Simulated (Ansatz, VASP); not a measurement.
One calculation of KBr, two programs

```
K Br
1.0
     0.00000    3.27453    3.25816
     3.27453    0.00000    3.25816
     3.27453    3.27453    0.00000
K Br
1 1
Cartesian
  0.0000 0.0000 0.0000
  3.2745 3.2745 3.2582
```

Change from the starting cell: z stretched by -0.5 %, x and y held.

Alike in both runs: task single point; functional PBEsol; k mesh 6 × 6 × 6; non-collinear spin, spin-orbit coupling.

|  | VASP | Ansatz |
| --- | --- | --- |
| version | VASP 6.6.1 | Ansatz 0.2.0 |
| potentials or method | VASP PAW PBE potentials, release 64 (K_sv, Br), cutoff 520 eV | all-electron LAPW |
| occupations | gaussian, width 0.01 eV | fixed |

```csv
,VASP,Ansatz,Ansatz less VASP
pressure (GPa),0.1,0.1,-0.06
"traceless stress, the component that is largest in VASP (GPa)",0.11,0.11,-0.003
```

VASP's potentials were made for PBE, not for PBEsol. Ansatz ran all-electron here, and VASP with PAW potentials.
